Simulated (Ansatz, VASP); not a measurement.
**Ir: VASP beside Ansatz**

```
CELL_PARAMETERS angstrom
2.75138 0.00000 0.00000
-1.37569 2.38276 0.00000
0.00000 0.00000 4.46229
ATOMIC_POSITIONS crystal
Ir 0.66667 0.33333 0.75000
Ir 0.33333 0.66667 0.25000
```

Alike in both runs: task single point; functional r2SCAN; k mesh 3 × 3 × 1; occupations gaussian, width 0.1 eV; no spin polarisation.

|  | VASP | Ansatz |
| --- | --- | --- |
| version | VASP 6.6.1 | Ansatz 0.2.0 |
| potentials or method | VASP PAW PBE potentials, release 64 (Ir) | scalar-relativistic, plane waves, PAW |
| plane-wave cutoff (eV) | 550 | 500 |
| valence electrons in the cell | 18 | 34 |

|  | VASP | Ansatz | Ansatz less VASP |
| --- | --- | --- | --- |
| gap on the k mesh at the Fermi level (eV) | none | none | - |
| pressure (GPa) | 3.3 | 1.1 | -2.21 |
| traceless stress, the component that is largest in VASP (GPa) | -28.10 | -28.92 | -0.826 |

VASP's potentials were made for PBE, not for r2SCAN. A gap of «none» marks a metal or a gap that the smearing closes. VASP's potentials hold 18 valence electrons a cell and Ansatz's 34, so a difference there can come from the potentials and not from the codes.

The k mesh is coarse, so the values compare programs but aren't converged. Neither program's run includes spin-orbit coupling.
